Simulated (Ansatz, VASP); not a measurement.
# Si2Mo: VASP beside Ansatz

```
CELL_PARAMETERS angstrom
0.00000 5.41087 5.41087
5.41087 0.00000 5.41087
5.41087 5.41087 0.00000
ATOMIC_POSITIONS crystal
Si 0.12500 0.12500 0.12500
Si 0.62500 0.12500 0.12500
Si 0.12500 0.12500 0.62500
Si 0.12500 0.62500 0.12500
Mo 0.00000 0.00000 0.00000
Mo 0.25000 0.25000 0.25000
```

Alike in both runs: functional PBE; k mesh 6 × 6 × 6; occupations gaussian, width 0.1 eV; no spin polarisation.

Ansatz relaxed the structure, and its values are those at the end. VASP's run is a single point on that final structure, the one shown.

|  | VASP | Ansatz |
| --- | --- | --- |
| version | VASP 6.6.1 | Ansatz 0.2.0 |
| potentials or method | VASP PAW PBE potentials, release 64 (Si, Mo_sv), cutoff 520 eV | scalar-relativistic, plane waves, PAW |
| valence electrons in the cell | 44 | 44 |

|  | VASP | Ansatz | Ansatz less VASP |
| --- | --- | --- | --- |
| gap on the k mesh at the Fermi level (eV) | none | none | - |
| pressure (GPa) | 0.1 | 0.0 | -0.02 |

A gap of «none» marks a metal or a gap that the smearing closes.
